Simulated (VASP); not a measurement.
# W (Im-3m) in VASP: notebook

Runs on W. Level: PBE. Tasks: single point, relaxation of cell and atoms.

Program: VASP 6.6.1. These are calculated values, not measurements. Logs are shortened: lines on timing, memory, paths and dates and some standing lists are left out, and cuts for length are marked.

## (1) The cell of the first run

The structure is cubic, space group Im-3m (No. 229). Conventional cell: a = 3.205 Å, b = 3.205 Å, c = 3.205 Å, α = 90.00°, β = 90.00°, γ = 90.00°. Within 3.7 Å of W (site symmetry m-3m) lie 14 W at 2.78 to 3.20 Å.

## (2) Single point, PBE (volume scaled by 1.02)

File INCAR:

```
  PREC = Accurate
  ENCUT = 520
  EDIFF = 1E-7
  ISMEAR = -1
  SIGMA = 0.15
  LREAL = False
  LASPH = True
  NELM = 60
  ALGO = Fast
  ISIF = 2
  LWAVE = False
  LCHARG = False
  GGA = PE
  NBANDS = 13
```

File KPOINTS:

```
regular mesh
0
Gamma
  20 20 20
```

File POSCAR:

```
W
1.0
   -1.6024302417      1.6024302417      1.6024302417
    1.6024302417     -1.6024302417      1.6024302417
    1.6024302417      1.6024302417     -1.6024302417
W
1
Direct
    0.0000000000      0.0000000000      0.0000000000
```

Potentials or basis: VASP PAW PBE potentials, release 64 (W_sv).

Launch:

```bash
cat potpaw_PBE.64/W_sv/POTCAR > POTCAR
mpirun -np 1 vasp_std > vasp.out
```

OUTCAR:

```text
PREC = Accurate
   ENCUT = 520
   EDIFF = 1E-7
   ISMEAR = -1
   LREAL = False
   LASPH = True
   NELM = 60
   ISIF = 2
   GGA = PE

 ion  position               nearest neighbor table
   1  0.000  0.000  0.000-

  LATTYP: Found a body centered cubic cell.
 ALAT       =     3.2048604834

  Lattice vectors:

 A1 = (  -1.6024302417,   1.6024302417,   1.6024302417)
 A2 = (   1.6024302417,  -1.6024302417,   1.6024302417)
 A3 = (   1.6024302417,   1.6024302417,  -1.6024302417)

Analysis of symmetry for initial positions (statically):
=====================================================================
 Subroutine PRICEL returns:
 Original cell was already a primitive cell.

 Routine SETGRP: Setting up the symmetry group for a
 body centered cubic supercell.

 Subroutine GETGRP returns: Found 48 space group operations
 (whereof 48 operations were pure point group operations)
 out of a pool of 48 trial point group operations.

The static configuration has the point symmetry O_h .

Analysis of symmetry for dynamics (positions and initial velocities):
=====================================================================
 Subroutine PRICEL returns:
 Original cell was already a primitive cell.

 Routine SETGRP: Setting up the symmetry group for a
 body centered cubic supercell.

 Subroutine GETGRP returns: Found 48 space group operations
 (whereof 48 operations were pure point group operations)
 out of a pool of 48 trial point group operations.

The dynamic configuration has the point symmetry O_h .

 Subroutine INISYM returns: Found 48 space group operations
 (whereof 48 operations are pure point group operations),
 and found     1 'primitive' translations

----------------------------------------------------------------------------------------

                                     Primitive cell

  volume of cell :      16.4588

  direct lattice vectors                    reciprocal lattice vectors
    -1.602430242  1.602430242  1.602430242     0.000000000  0.312026063  0.312026063
     1.602430242 -1.602430242  1.602430242     0.312026063  0.000000000  0.312026063
     1.602430242  1.602430242 -1.602430242     0.312026063  0.312026063  0.000000000

  length of vectors
     2.775490594  2.775490594  2.775490594     0.441271491  0.441271491  0.441271491

  position of ions in fractional coordinates (direct lattice)
     0.000000000  0.000000000  0.000000000

  ion indices of the primitive-cell ions
   primitive index   ion index
                 1           1

----------------------------------------------------------------------------------------

 KPOINTS: regular mesh

Automatic generation of k-mesh.
 Grid dimensions read from file:
 generate k-points for:   20   20   20

 Generating k-lattice:

  Cartesian coordinates                     Fractional coordinates (reciprocal lattice)
     0.000000000  0.015601303  0.015601303     0.050000000  0.000000000  0.000000000
     0.015601303  0.000000000  0.015601303     0.000000000  0.050000000  0.000000000
     0.015601303  0.015601303  0.000000000     0.000000000  0.000000000  0.050000000

  Length of vectors
     0.022063575  0.022063575  0.022063575

  Shift w.r.t. Gamma in fractional coordinates (k-lattice)
     0.000000000  0.000000000  0.000000000

 Subroutine IBZKPT returns following result:
 ===========================================

 Found    256 irreducible k-points:

 Following reciprocal coordinates:
            Coordinates               Weight
  0.000000  0.000000  0.000000      1.000000
  0.050000  0.000000  0.000000     12.000000
  0.100000  0.000000  0.000000     12.000000
  0.150000  0.000000  0.000000     12.000000
  0.200000  0.000000  0.000000     12.000000
  0.250000  0.000000  0.000000     12.000000
[... 16 lines left out ...]
  0.200000  0.100000  0.000000     48.000000
  0.250000  0.100000  0.000000     48.000000
 [... further k-points ...]
   k-points           NKPTS =    256   k-points in BZ     NKDIM =    256   number of bands    NBANDS=     13
   number of dos      NEDOS =    301   number of ions     NIONS =      1
   total plane-waves  NPLWV =  13824
   dimension x,y,z NGX =    24 NGY =   24 NGZ =   24
   dimension x,y,z NGXF=    48 NGYF=   48 NGZF=   48
   ions per type =               1
   NGX,Y,Z   is equivalent  to a cutoff of  14.38, 14.38, 14.38 a.u.
   NGXF,Y,Z  is equivalent  to a cutoff of  28.75, 28.75, 28.75 a.u.
 SYSTEM =  unknown system
   PREC   = accura    normal or accurate (medium, high low for compatibility)
   ISTART =      0    job   : 0-new  1-cont  2-samecut
   ICHARG =      2    charge: 1-file 2-atom 10-const
   ISPIN  =      1    spin polarized calculation?
   LNONCOLLINEAR =      F non collinear calculations
   LSORBIT =      F    spin-orbit coupling
   LASPH  =      T    aspherical Exc in radial PAW
   ENCUT  =  520.0 eV  38.22 Ry    6.18 a.u.   5.16  5.16  5.16*2*pi/ulx,y,z
   NELM   =     60;   NELMIN=  2; NELMDL= -5     # of ELM steps
   EDIFF  = 0.1E-06   stopping-criterion for ELM
   LREAL  =      F    real-space projection
   EDIFFG = 0.1E-05   stopping-criterion for IOM
   NSW    =      0    number of steps for IOM
   IBRION =     -1    ionic relax: 0-MD 1-quasi-New 2-CG
   NFREE  =      0    steps in history (QN), initial steepest desc. (CG)
   ISIF   =      2    stress and relaxation
   ISYM   =      2    0-nonsym 1-usesym 2-fastsym
   POTIM  = 0.5000    time-step for ionic-motion
   TEBEG  =    0.0;   TEEND  =   0.0 temperature during run
   PSTRESS=    0.0 pullay stress
   NELECT =      14.0000    total number of electrons
   NUPDOWN=      -1.0000    fix difference up-down
   EMIN   =  10.00;   EMAX   =-10.00  energy-range for DOS
   EFERMI =   0.00;   METHOD = LEGACY
   ISMEAR =    -1;   SIGMA  =   0.15  broadening in eV -4-tet -1-fermi 0-gaus
   EFERMI_NEDOS =   21; number of points for ismear=-14 and -15
   IALGO  =     68    algorithm
   IMIX   =      4    mixing-type and parameters
     AMIX     =   0.40;   BMIX     =  1.00
     AMIX_MAG =   1.60;   BMIX_MAG =  1.00
  volume/ion in A,a.u.               =      16.46       111.07
  Fermi-wavevector in a.u.,A,eV,Ry     =   1.551143  2.931234 32.736206  2.406043
  Thomas-Fermi vector in A             =   2.655705
   LORBIT       =      0    0 simple, 1 ext, 2 COOP (PROOUT), +10 PAW based schemes
   GGA     = PE    functional components
   LHFCALC =     F    Hartree Fock is set to
   AEXX    =    0.0000 exact exchange contribution
   IVDW    =     0    specifies the selected vdW correction
   LEPSILON=     F    determine dielectric tensor
   LRPA    =     F    only Hartree local field effects (RPA)
 non-spin polarized calculation
 RMM-DIIS sequential band-by-band and
  energy-cutoff  :      520.00
  volume of cell :       16.46
 maximum number of plane-waves:       466
 NGX is ok and might be reduce to    24
   NGX = 11   NGY = 11   NGZ = 11

 number of electron      14.0000001 magnetization

 Free energy of the ion-electron system (eV)
  ---------------------------------------------------
  ext. energy  EPLUGINS =         0.00000000
  ---------------------------------------------------
  free energy    TOTEN  =       -12.96859754 eV

  energy without entropy =      -12.93496699  energy(sigma->0) =      -12.95178226

 E-fermi :  10.8942     XC(G=0): -13.4289

 val. band max:       10.7807241563   @ k =  -0.3000   0.3000   0.2500
 cond. band min:      10.9308725692   @ k =  -0.2000   0.2500   0.1000
 fundamental gap:      0.1501484128
 Fermi energy:        10.8941812084

 k-point     1 :       0.0000    0.0000    0.0000
  band No.  band energies     occupation
      1     -63.3259      2.00000
      2     -26.9401      2.00000
      3     -26.9401      2.00000
      4     -26.9401      2.00000
      5       1.4794      2.00000
      6       9.7396      1.99909
      7       9.7397      1.99909
      8       9.7397      1.99909
      9      13.0802      0.00000
     10      13.0802      0.00000
     11      25.3370      0.00000
     12      25.3370      0.00000
     13      25.3370      0.00000

 k-point     2 :       0.0500    0.0000    0.0000
  band No.  band energies     occupation
      1     -63.3232      2.00000
      2     -26.9700      2.00000
      3     -26.9495      2.00000
      4     -26.9402      2.00000
      5       1.5956      2.00000
      6       9.6693      1.99943
      7       9.7246      1.99918
      8       9.8509      1.99810
      9      12.9668      0.00000
     10      13.0810      0.00000
     11      25.4357      0.00000
     12      25.5351      0.00000
     13      25.6171      0.00000

 k-point     3 :       0.1000    0.0000    0.0000
  band No.  band energies     occupation
      1     -63.3152      2.00000
      2     -27.0562      2.00000
      3     -26.9767      2.00000
      4     -26.9405      2.00000
      5       1.9345      2.00000
      6       9.4719      1.99985
      7       9.6619      1.99946
      8      10.1818      1.98283
      9      12.7054      0.00001
     10      13.0879      0.00000
     11      25.6917      0.00000
     12      26.1146      0.00000
     13      26.3529      0.00000

 k-point     4 :       0.1500    0.0000    0.0000
  band No.  band energies     occupation
      1     -63.3027      2.00000
      2     -27.1885      2.00000
      3     -27.0189      2.00000
      4     -26.9411      2.00000
      5       2.4649      2.00000
      6       9.1818      1.99998
      7       9.5166      1.99979
      8      10.7235      1.51461
      9      12.4684      0.00006
     10      13.1122      0.00000
     11      25.9598      0.00000
     12      27.0374      0.00000
     13      27.2261      0.00000

 k-point     5 :       0.2000    0.0000    0.0000
  band No.  band energies     occupation
      1     -63.2869      2.00000
      2     -27.3519      2.00000
      3     -27.0716      2.00000
      4     -26.9417      2.00000
      5       3.1278      2.00000
      6       8.8421      2.00000
      7       9.2998      1.99995
      8      11.4600      0.04496
      9      12.3885      0.00009
     10      13.1667      0.00000
     11      25.9569      0.00000
     12      27.6135      0.00000
     13      28.2534      0.00000

 k-point     6 :       0.2500    0.0000    0.0000
  band No.  band energies     occupation
      1     -63.2694      2.00000
      2     -27.5291      2.00000
      3     -27.1295      2.00000
      4     -26.9425      2.00000
      5       3.8234      2.00000
      6       8.4938      2.00000
      7       9.1302      1.99998
      8      12.3669      0.00011
      9      12.4791      0.00005
     10      13.2607      0.00000
     11      25.4574      0.00000
     12      26.9375      0.00000
     13      29.7096      0.00000

 k-point     7 :       0.3000    0.0000    0.0000
  band No.  band energies     occupation
      1     -63.2519      2.00000
      2     -27.7023      2.00000
      3     -27.1868      2.00000
      4     -26.9434      2.00000
      5       4.4056      2.00000
      6       8.1700      2.00000
      7       9.1957      1.99998
      8      12.6736      0.00001
      9      13.3944      0.00000
     10      13.4053      0.00000
     11      24.6157      0.00000
     12      25.5738      0.00000
     13      31.3512      0.00000
[... 193 lines left out ...]
 k-point    20 :       0.4500    0.0500    0.0000
  band No.  band energies     occupation
      1     -63.2125      2.00000
      2     -28.0614      2.00000
      3     -27.3184      2.00000
      4     -26.9570      2.00000
      5       4.9591      2.00000
      6       7.5491      2.00000
      7      11.1485      0.31014
      8      12.9311      0.00000
      9      13.9910      0.00000
     10      16.7764      0.00000
     11      21.3601      0.00000
     12      22.5125      0.00000
     13      27.2368      0.00000

 k-point    21 :       0.1000    0.1000    0.0000
  band No.  band energies     occupation
      1     -63.2957      2.00000
      2     -27.2599      2.00000
      3     -27.0177      2.00000
      4     -26.9684      2.00000
      5       2.7725      2.00000
      6       9.1387      1.99998
      7       9.2568      1.99996
      8      11.1216      0.35999
      9      12.2488      0.00024
     10      13.2557      0.00000
     11      26.3245      0.00000
     12      27.1200      0.00000
     13      27.6254      0.00000

 k-point    22 :       0.1500    0.1000    0.0000
  band No.  band energies     occupation
      1     -63.2807      2.00000
      2     -27.4060      2.00000
      3     -27.0684      2.00000
      4     -26.9769      2.00000
      5       3.4222      2.00000
      6       8.8378      2.00000
      7       9.0076      1.99999
      8      11.8928      0.00257
      9      12.1355      0.00051
     10      13.3921      0.00000
     11      26.4701      0.00000
     12      27.2071      0.00000
     13      28.2821      0.00000

 k-point    23 :       0.2000    0.1000    0.0000
  band No.  band energies     occupation
      1     -63.2640      2.00000
      2     -27.5622      2.00000
      3     -27.1322      2.00000
      4     -26.9809      2.00000
      5       4.1191      2.00000
      6       8.4989      2.00000
      7       8.8283      2.00000
      8      12.1750      0.00039
      9      12.8486      0.00000
     10      13.5298      0.00000
     11      25.6929      0.00000
     12      26.9432      0.00000
     13      29.0874      0.00000

 k-point    24 :       0.2500    0.1000    0.0000
  band No.  band energies     occupation
      1     -63.2473      2.00000
      2     -27.7141      2.00000
      3     -27.1981      2.00000
      4     -26.9834      2.00000
      5       4.7200      2.00000
      6       8.1888      2.00000
      7       8.8480      2.00000
      8      12.3692      0.00011
      9      13.6449      0.00000
     10      13.9254      0.00000
     11      24.5922      0.00000
     12      25.9287      0.00000
     13      30.2417      0.00000

 [... further k-points ...]
[... 5 lines left out ...]
  --------------------------------------------------------------------------------------
  -------------------------------------------------------------------------------------
  Total       -0.5467871     -0.5467871     -0.5467871      0.0000000     -0.0000000      0.0000000
  in kB      -53.2269387    -53.2269387    -53.2269387      0.0000000     -0.0000000      0.0000000
  external PRESSURE =     -53.2269387 kB  Pullay stress =       0.0000000 kB

 VOLUME and BASIS-vectors are now :
 -----------------------------------------------------------------------------
  energy-cutoff  :      520.00
  volume of cell :       16.46
      direct lattice vectors                 reciprocal lattice vectors
    -1.602430242  1.602430242  1.602430242     0.000000000  0.312026063  0.312026063
     1.602430242 -1.602430242  1.602430242     0.312026063  0.000000000  0.312026063
     1.602430242  1.602430242 -1.602430242     0.312026063  0.312026063  0.000000000

 POSITION                                       TOTAL-FORCE (eV/Angst)
 -----------------------------------------------------------------------------------
      0.00000      0.00000      0.00000        -0.000000      0.000000      0.000000
 -----------------------------------------------------------------------------------
    total drift:                                0.000000      0.000000     -0.000000

  FREE ENERGIE OF THE ION-ELECTRON SYSTEM (eV)
  ---------------------------------------------------
  free  energy   TOTEN  =       -12.9685975371 eV

  energy  without entropy=      -12.9349669907  energy(sigma->0) =      -12.95178226
```

Run time: 18 s. Hardware: 1 thread of Intel Xeon 6975P-C (Granite Rapids), shared host; peak memory 0.18 GiB.

Results:

```
Free energy            : -12.9686 eV
Pressure               : -5.3 GPa
Band gap on the k mesh : zero (band 7 reaches 15.81 eV, above the bottom of band 8 at 9.74 eV)
```

Caveat: the cell differs from its parent crystal (volume scaled by 1.02); spin-orbit coupling is left out, which moves the levels of the heavy elements.

## (3) Relaxation of cell and atoms, PBE

This run uses another cell than the first one, of 16.13 Å³/atom, 0.980 times its volume.

File INCAR:

```
PREC = Accurate
ENCUT = 600
EDIFF = 1E-6
ISMEAR = -1
SIGMA = 0.15
LREAL = False
LASPH = True
NELM = 60
ALGO = Normal
ISIF = 3
LWAVE = False
LCHARG = False
GGA = PE
IBRION = 2
NSW = 80
EDIFFG = -0.001
```

KPOINTS is that of step 2.

File POSCAR:

```
W
1.0
   -1.5917793224      1.5917793224      1.5917793224
    1.5917793224     -1.5917793224      1.5917793224
    1.5917793224      1.5917793224     -1.5917793224
W
1
Direct
    0.0000000000      0.0000000000      0.0000000000
```

Potentials or basis: VASP PAW PBE potentials, release 64 (W_sv).

Launch:

```bash
cat potpaw_PBE.64/W_sv/POTCAR > POTCAR
mpirun -np 1 vasp_std > vasp.out
```

Run time: 28 s. Hardware: 1 thread of Intel Xeon 6975P-C (Granite Rapids), shared host; peak memory 0.18 GiB.

The run converged. Its results:

* Free energy: -12.9736 eV
* Relaxed volume: 16.16 Å³/atom
* Relaxed cell: a = 2.759 Å, b = 2.759 Å, c = 2.759 Å, α = 109.47°, β = 109.47°, γ = 109.47°
* Space group after relaxing (to 0.05 Å): Im-3m (No. 229)
* Energy gained by relaxing: 0.1 meV/atom
* Ionic steps: 3
* Pressure after relaxing: 0.0 GPa
* Band gap on the k mesh: zero (band 7 reaches 16.19 eV, above the bottom of band 8 at 9.97 eV)

Final structure:
```
CELL_PARAMETERS angstrom
-1.59284 1.59284 1.59284
1.59284 -1.59284 1.59284
1.59284 1.59284 -1.59284
ATOMIC_POSITIONS crystal
W 0.00000 0.00000 0.00000
```

Levels at points of the mesh, in eV from the Fermi level:
```
           k point  band 3  band 4  band 5  band 6  band 7  band 8  band 9  band 10  band 11
(0.00, 0.00, 0.00)  -37.79  -37.79   -9.52   -1.19   -1.19   -1.19    2.22     2.22    14.48
(0.50, 0.00, 0.00)  -38.18  -37.80   -6.14   -3.47    0.62    2.11    3.06     5.99    10.78
(0.50, 0.50, 0.50)  -38.64  -38.64   -5.67   -5.67    5.04    5.04    5.04     8.10     8.10
```

Caveat: spin-orbit coupling is left out, which moves the levels of the heavy elements.

## (4) Single point, PBE

This run uses another cell than the first one, of 16.13 Å³/atom, 0.980 times its volume.

File INCAR:

```
PREC = Accurate
ENCUT = 520
EDIFF = 1E-7
ISMEAR = 0
SIGMA = 0.1
LREAL = F
LASPH = T
NELM = 60
ALGO = Fast
ISIF = 2
LWAVE = F
LCHARG = F
GGA = PE
NBANDS = 13
```

File KPOINTS:

```
Automatic mesh
0
Gamma
  18 18 18
```

POSCAR is that of step 3.

Launch:

```bash
cat potpaw_PBE.64/W_sv/POTCAR > POTCAR
mpirun -np 1 vasp_std > vasp.out
```

Run time: 15 s. Hardware: 1 thread of Intel Xeon 6975P-C (Granite Rapids), shared host; peak memory 0.16 GiB.

It converged, with:

```
Free energy            : -12.9511 eV
Pressure               : 0.5 GPa
Band gap on the k mesh : zero (band 7 reaches 16.23 eV, above the bottom of band 8 at 9.99 eV)
```

Levels at points of the mesh, in eV from the Fermi level:
| k point | band 4 | band 5 | band 6 | band 7 | band 8 | band 9 | band 10 | band 11 |
| --- | --- | --- | --- | --- | --- | --- | --- | --- |
| (0.00, 0.00, 0.00) | -37.79 | -9.54 | -1.20 | -1.20 | -1.20 | 2.22 | 2.22 | 14.48 |
| (0.50, 0.00, 0.00) | -37.79 | -6.16 | -3.48 | 0.62 | 2.11 | 3.06 | 6.00 | 10.80 |
| (0.50, 0.50, 0.50) | -38.64 | -5.69 | -5.69 | 5.04 | 5.04 | 5.04 | 8.11 | 8.11 |

Caveat: spin-orbit coupling is left out, which moves the levels of the heavy elements.

(Continued in part 2 of 2.)
